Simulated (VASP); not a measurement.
# Li (Fm-3m) in VASP: further runs

Li is run at these levels: LDA; tasks: single point, relaxation of cell and atoms.

All numbers are computed with VASP 6.6.1; they aren't measurements. Logs are shortened: lines on timing, memory, paths and dates and some standing lists are left out, and cuts for length are marked.

### 1 The cell of the first run

Symmetry: Fm-3m, No. 225, cubic system. Conventional cell: a = 3.970 Å, b = 3.970 Å, c = 3.970 Å, α = 90.00°, β = 90.00°, γ = 90.00°. Li (site symmetry m-3m) has 12 Li at 2.81 Å within 3.7 Å.

This isn't the form of Li at room conditions, which is bcc.

### 2 Single point, LDA

INCAR

```
  ALGO = Normal
  EDIFF = 1E-6
  ENCUT = 520
  GGA = CA
  ISIF = 2
  ISMEAR = -1
  LASPH = True
  LCHARG = True
  LELF = True
  LREAL = False
  LVHAR = True
  LWAVE = False
  NBANDS = 8
  NELM = 100
  PREC = Accurate
  SIGMA = 0.1
```

KPOINTS

```
k-points
0
Gamma
  22 22 22
```

POSCAR

```
Li
1.0
    0.0000000000      1.9849273785      1.9849273785
    1.9849273785      0.0000000000      1.9849273785
    1.9849273785      1.9849273785      0.0000000000
Li
1
Direct
    0.0000000000      0.0000000000      0.0000000000
```

Potentials or basis: VASP PAW LDA potentials, release 64 (Li_sv).

Launch:

```
> cat potpaw_LDA.64/Li_sv/POTCAR > POTCAR
> mpirun -np 1 vasp_std > vasp.out
```

OUTCAR:

```text
EDIFF = 1E-6
   ENCUT = 520
   GGA = CA
   ISIF = 2
   ISMEAR = -1
   LASPH = True
   LREAL = False
   NELM = 100
   PREC = Accurate

 ion  position               nearest neighbor table
   1  0.000  0.000  0.000-

  LATTYP: Found a face centered cubic cell.
 ALAT       =     3.9698547570

  Lattice vectors:

 A1 = (   0.0000000000,   1.9849273785,   1.9849273785)
 A2 = (   1.9849273785,   0.0000000000,   1.9849273785)
 A3 = (   1.9849273785,   1.9849273785,   0.0000000000)

Analysis of symmetry for initial positions (statically):
=====================================================================
 Subroutine PRICEL returns:
 Original cell was already a primitive cell.

 Routine SETGRP: Setting up the symmetry group for a
 face centered cubic supercell.

 Subroutine GETGRP returns: Found 48 space group operations
 (whereof 48 operations were pure point group operations)
 out of a pool of 48 trial point group operations.

The static configuration has the point symmetry O_h .

Analysis of symmetry for dynamics (positions and initial velocities):
=====================================================================
 Subroutine PRICEL returns:
 Original cell was already a primitive cell.

 Routine SETGRP: Setting up the symmetry group for a
 face centered cubic supercell.

 Subroutine GETGRP returns: Found 48 space group operations
 (whereof 48 operations were pure point group operations)
 out of a pool of 48 trial point group operations.

The dynamic configuration has the point symmetry O_h .

 Subroutine INISYM returns: Found 48 space group operations
 (whereof 48 operations are pure point group operations),
 and found     1 'primitive' translations

----------------------------------------------------------------------------------------

                                     Primitive cell

  volume of cell :      15.6410

  direct lattice vectors                    reciprocal lattice vectors
     0.000000000  1.984927378  1.984927378    -0.251898385  0.251898385  0.251898385
     1.984927378  0.000000000  1.984927378     0.251898385 -0.251898385  0.251898385
     1.984927378  1.984927378  0.000000000     0.251898385  0.251898385 -0.251898385

  length of vectors
     2.807111219  2.807111219  2.807111219     0.436300800  0.436300800  0.436300800

  position of ions in fractional coordinates (direct lattice)
     0.000000000  0.000000000  0.000000000

  ion indices of the primitive-cell ions
   primitive index   ion index
                 1           1

----------------------------------------------------------------------------------------

 KPOINTS: k-points

Automatic generation of k-mesh.
 Grid dimensions read from file:
 generate k-points for:   22   22   22

 Generating k-lattice:

  Cartesian coordinates                     Fractional coordinates (reciprocal lattice)
    -0.011449927  0.011449927  0.011449927     0.045454545  0.000000000  0.000000000
     0.011449927 -0.011449927  0.011449927     0.000000000  0.045454545  0.000000000
     0.011449927  0.011449927 -0.011449927     0.000000000  0.000000000  0.045454545

  Length of vectors
     0.019831855  0.019831855  0.019831855

  Shift w.r.t. Gamma in fractional coordinates (k-lattice)
     0.000000000  0.000000000  0.000000000

 Subroutine IBZKPT returns following result:
 ===========================================

 Found    328 irreducible k-points:

 Following reciprocal coordinates:
            Coordinates               Weight
  0.000000  0.000000  0.000000      1.000000
  0.045455  0.000000  0.000000      8.000000
  0.090909  0.000000  0.000000      8.000000
  0.136364  0.000000  0.000000      8.000000
  0.181818  0.000000  0.000000      8.000000
  0.227273  0.000000  0.000000      8.000000
[... 16 lines left out ...]
  0.500000  0.045455  0.000000     24.000000
 -0.454545  0.045455  0.000000     24.000000
 [... further k-points ...]
   k-points           NKPTS =    328   k-points in BZ     NKDIM =    328   number of bands    NBANDS=      8
   number of dos      NEDOS =    301   number of ions     NIONS =      1
   total plane-waves  NPLWV =  13824
   dimension x,y,z NGX =    24 NGY =   24 NGZ =   24
   dimension x,y,z NGXF=    48 NGYF=   48 NGZF=   48
   ions per type =               1
   NGX,Y,Z   is equivalent  to a cutoff of  14.21, 14.21, 14.21 a.u.
   NGXF,Y,Z  is equivalent  to a cutoff of  28.43, 28.43, 28.43 a.u.
 SYSTEM =  unknown system
   PREC   = accura    normal or accurate (medium, high low for compatibility)
   ISTART =      0    job   : 0-new  1-cont  2-samecut
   ICHARG =      2    charge: 1-file 2-atom 10-const
   ISPIN  =      1    spin polarized calculation?
   LNONCOLLINEAR =      F non collinear calculations
   LSORBIT =      F    spin-orbit coupling
   LASPH  =      T    aspherical Exc in radial PAW
   ENCUT  =  520.0 eV  38.22 Ry    6.18 a.u.   5.22  5.22  5.22*2*pi/ulx,y,z
   NELM   =    100;   NELMIN=  2; NELMDL= -5     # of ELM steps
   EDIFF  = 0.1E-05   stopping-criterion for ELM
   LREAL  =      F    real-space projection
   EDIFFG = 0.1E-04   stopping-criterion for IOM
   NSW    =      0    number of steps for IOM
   IBRION =     -1    ionic relax: 0-MD 1-quasi-New 2-CG
   NFREE  =      0    steps in history (QN), initial steepest desc. (CG)
   ISIF   =      2    stress and relaxation
   ISYM   =      2    0-nonsym 1-usesym 2-fastsym
   POTIM  = 0.5000    time-step for ionic-motion
   TEBEG  =    0.0;   TEEND  =   0.0 temperature during run
   PSTRESS=    0.0 pullay stress
   NELECT =       3.0000    total number of electrons
   NUPDOWN=      -1.0000    fix difference up-down
   EMIN   =  10.00;   EMAX   =-10.00  energy-range for DOS
   EFERMI =   0.00;   METHOD = LEGACY
   ISMEAR =    -1;   SIGMA  =   0.10  broadening in eV -4-tet -1-fermi 0-gaus
   EFERMI_NEDOS =   21; number of points for ismear=-14 and -15
   IALGO  =     38    algorithm
   IMIX   =      4    mixing-type and parameters
     AMIX     =   0.40;   BMIX     =  1.00
     AMIX_MAG =   1.60;   BMIX_MAG =  1.00
  volume/ion in A,a.u.               =      15.64       105.55
  Fermi-wavevector in a.u.,A,eV,Ry     =   0.944120  1.784129 12.127730  0.891363
  Thomas-Fermi vector in A             =   2.071894
   LORBIT       =      0    0 simple, 1 ext, 2 COOP (PROOUT), +10 PAW based schemes
   GGA     = CA    functional components
   LHFCALC =     F    Hartree Fock is set to
   AEXX    =    0.0000 exact exchange contribution
   IVDW    =     0    specifies the selected vdW correction
   LEPSILON=     F    determine dielectric tensor
   LRPA    =     F    only Hartree local field effects (RPA)
 non-spin polarized calculation
  energy-cutoff  :      520.00
  volume of cell :       15.64
 maximum number of plane-waves:       444
 NGX is ok and might be reduce to    24
   NGX = 11   NGY = 11   NGZ = 11

 number of electron       2.9999998 magnetization

 Free energy of the ion-electron system (eV)
  ---------------------------------------------------
  ext. energy  EPLUGINS =         0.00000000
  ---------------------------------------------------
  free energy    TOTEN  =        -2.01842813 eV

  energy without entropy =       -2.00356046  energy(sigma->0) =       -2.01099430

 E-fermi :   1.4147     XC(G=0):  -7.8321

 val. band max:        1.4112004523   @ k =  -0.4545   0.0909   0.0455
 cond. band min:       1.4387950213   @ k =  -0.4545   0.0909   0.0000
 fundamental gap:      0.0275945690
 Fermi energy:         1.4147254225

 k-point     1 :       0.0000    0.0000    0.0000
  band No.  band energies     occupation
      1     -43.8122      2.00000
      2      -2.3618      2.00000
      3      18.3621      0.00000
      4      18.3621      0.00000
      5      18.3621      0.00000
      6      22.9449      0.00000
      7      22.9449      0.00000
      8      22.9449      0.00000

 k-point     2 :       0.0455    0.0000    0.0000
  band No.  band energies     occupation
      1     -43.8111      2.00000
      2      -2.3229      2.00000
      3      17.8615      0.00000
      4      18.2546      0.00000
      5      18.2546      0.00000
      6      22.3444      0.00000
      7      23.1327      0.00000
      8      23.1327      0.00000

 k-point     3 :       0.0909    0.0000    0.0000
  band No.  band energies     occupation
      1     -43.8080      2.00000
      2      -2.2065      2.00000
      3      16.5933      0.00000
      4      17.9832      0.00000
      5      17.9832      0.00000
      6      22.0517      0.00000
      7      23.6195      0.00000
      8      23.6195      0.00000

 k-point     4 :       0.1364    0.0000    0.0000
  band No.  band energies     occupation
      1     -43.8029      2.00000
      2      -2.0122      2.00000
      3      14.9994      0.00000
      4      17.6422      0.00000
      5      17.6422      0.00000
      6      22.1414      0.00000
      7      24.1847      0.00000
      8      24.1847      0.00000

 k-point     5 :       0.1818    0.0000    0.0000
  band No.  band energies     occupation
      1     -43.7964      2.00000
      2      -1.7402      2.00000
      3      13.3395      0.00000
      4      17.3017      0.00000
      5      17.3017      0.00000
      6      22.4099      0.00000
      7      24.3587      0.00000
      8      24.3587      0.00000
[... 177 lines left out ...]
 k-point    22 :       0.4545    0.0455    0.0000
  band No.  band energies     occupation
      1     -43.7596      2.00000
      2       0.9778      1.97499
      3       5.8812      0.00000
      4      15.8970      0.00000
      5      16.3365      0.00000
      6      19.8880      0.00000
      7      21.6807      0.00000
      8      23.1872      0.00000

 k-point    23 :       0.5000    0.0455    0.0000
  band No.  band energies     occupation
      1     -43.7577      2.00000
      2       1.2850      1.57086
      3       5.3979      0.00000
      4      16.0340      0.00000
      5      16.1138      0.00000
      6      19.8970      0.00000
      7      21.3605      0.00000
      8      23.1277      0.00000

 k-point    24 :      -0.4545    0.0455    0.0000
  band No.  band energies     occupation
      1     -43.7581      2.00000
      2       1.2178      1.75496
      3       5.4997      0.00000
      4      15.9286      0.00000
      5      16.2214      0.00000
      6      20.0634      0.00000
      7      21.2062      0.00000
      8      23.2026      0.00000

 [... further k-points ...]

------------------------ aborting loop because EDIFF is reached ----------------------------------------

  FORCE on cell =-STRESS in cart. coord.  units (eV):
  Direction    XX          YY          ZZ          XY          YZ          ZX
  --------------------------------------------------------------------------------------
  -------------------------------------------------------------------------------------
  Total        0.3746521      0.3746521      0.3746521      0.0000000      0.0000000     -0.0000000
  in kB       38.3773403     38.3773403     38.3773403      0.0000000      0.0000000     -0.0000000
  external PRESSURE =      38.3773403 kB  Pullay stress =       0.0000000 kB

 VOLUME and BASIS-vectors are now :
 -----------------------------------------------------------------------------
  energy-cutoff  :      520.00
  volume of cell :       15.64
      direct lattice vectors                 reciprocal lattice vectors
     0.000000000  1.984927378  1.984927378    -0.251898385  0.251898385  0.251898385
     1.984927378  0.000000000  1.984927378     0.251898385 -0.251898385  0.251898385
     1.984927378  1.984927378  0.000000000     0.251898385  0.251898385 -0.251898385

 POSITION                                       TOTAL-FORCE (eV/Angst)
 -----------------------------------------------------------------------------------
      0.00000      0.00000      0.00000         0.000000     -0.000000      0.000000
 -----------------------------------------------------------------------------------
    total drift:                               -0.000000     -0.000000     -0.000000

  FREE ENERGIE OF THE ION-ELECTRON SYSTEM (eV)
  ---------------------------------------------------
  free  energy   TOTEN  =        -2.0184281330 eV

  energy  without entropy=       -2.0035604578  energy(sigma->0) =       -2.01099430
```

Wall time 26 s (1 thread of AMD EPYC 9R45 (Zen 5), shared host); peak memory 0.11 GiB.

Results:

| Item | Value |
| --- | --- |
| Free energy | -2.0184 eV |
| Band gap on the k mesh | zero (an odd number of electrons rules out a gap without spin polarisation) |

Levels at points of the mesh, in eV from the Fermi level:
```tsv
k point	band 1	band 2	band 3	band 4	band 5	band 6
(0.00, 0.00, 0.00)	-45.23	-3.78	16.95	16.95	16.95	21.53
(0.50, 0.00, 0.00)	-45.17	-0.16	3.95	14.89	14.89	19.56
(0.50, 0.50, 0.00)	-45.16	1.69	5.79	9.89	9.89	12.51
```

Caveat: the cutoff is under 1.25 times the usual one of these potentials, so pressure, stress and relaxed cells hold a basis-set (Pulay) error.

### 3 Single point, LDA

This run uses another cell than the first one, of 16.98 Å³/atom.

INCAR

```
ALGO = Normal
EDIFF = 1E-6
ENCUT = 520
GGA = CA
ISIF = 2
ISMEAR = -1
LASPH = T
LCHARG = F
LREAL = F
LWAVE = F
NBANDS = 8
NELM = 60
PREC = Accurate
SIGMA = 0.1
```

KPOINTS is that of step 2.

POSCAR

```
Li
1.0
    0.0000000000      2.0398579977      2.0398579977
    2.0398579977      0.0000000000      2.0398579977
    2.0398579977      2.0398579977      0.0000000000
Li
1
Direct
    0.0000000000      0.0000000000      0.0000000000
```

Potentials or basis: VASP PAW LDA potentials, release 64 (Li_sv).

Launch:

```
> cat potpaw_LDA.64/Li_sv/POTCAR > POTCAR
> mpirun -np 1 vasp_std > vasp.out
```

Run time: 23 s. Hardware: 1 thread of AMD EPYC 9R45 (Zen 5), shared host; peak memory 0.11 GiB.

Results (log left out):

```
Free energy            : -2.0431 eV
Band gap on the k mesh : zero (an odd number of electrons rules out a gap without spin polarisation)
```

Levels at points of the mesh, in eV from the Fermi level:
| k point | band 1 | band 2 | band 3 | band 4 | band 5 |
| --- | --- | --- | --- | --- | --- |
| (0.00, 0.00, 0.00) | -45.35 | -3.70 | 16.00 | 16.00 | 16.00 |
| (0.50, 0.00, 0.00) | -45.31 | -0.11 | 3.61 | 14.06 | 14.06 |
| (0.50, 0.50, 0.00) | -45.29 | 1.62 | 5.45 | 9.36 | 9.36 |

Caveat: the cutoff is under 1.25 times the usual one of these potentials, so pressure, stress and relaxed cells hold a basis-set (Pulay) error.

### 4 Single point, LDA

This run uses another cell than the first one, of 17.82 Å³/atom.

INCAR

```
SYSTEM = Li
PREC = Accurate
ENCUT = 520
EDIFF = 1E-7
ISMEAR = -1
SIGMA = 0.1
LREAL = .FALSE.
LASPH = .TRUE.
NELM = 100
ALGO = Normal
ISIF = 2
LWAVE = .FALSE.
LCHARG = .TRUE.
GGA = CA
LELF = .TRUE.
LVHAR = .TRUE.
NBANDS = 8
```

KPOINTS

```
Automatic mesh
0
G
  22 22 22
  0 0 0
```

POSCAR

```
Li
1.0
    0.0000000000      2.0730942879      2.0730942879
    2.0730942879      0.0000000000      2.0730942879
    2.0730942879      2.0730942879      0.0000000000
Li
1
Direct
    0.0000000000      0.0000000000      0.0000000000
```

Launch:

```
> cat potpaw_LDA.64/Li_sv/POTCAR > POTCAR
> mpirun -np 1 vasp_std > vasp.out
```

Run time: 29 s. Hardware: 1 thread of AMD EPYC 9R45 (Zen 5), shared host; peak memory 0.12 GiB.

It converged, with:

```yaml
Free_energy: -2.0512 eV
Band_gap_on_the_k_mesh: zero (an odd number of electrons rules out a gap without spin polarisation)
```

Levels at points of the mesh, in eV from the Fermi level:
```tsv
k point	band 1	band 2	band 3	band 4	band 5	band 6	band 7
(0.00, 0.00, 0.00)	-45.42	-3.65	15.46	15.46	15.46	19.81	19.81
(0.50, 0.00, 0.00)	-45.39	-0.09	3.42	13.59	13.59	18.01	18.01
(0.50, 0.50, 0.00)	-45.38	1.59	5.25	9.06	9.06	11.55	17.11
```

Caveat: the cutoff is under 1.25 times the usual one of these potentials, so pressure, stress and relaxed cells hold a basis-set (Pulay) error.

(Part 1 of 2 ends here.)

The gap in the log of VASP goes by the Fermi energy; the results here count the filled bands.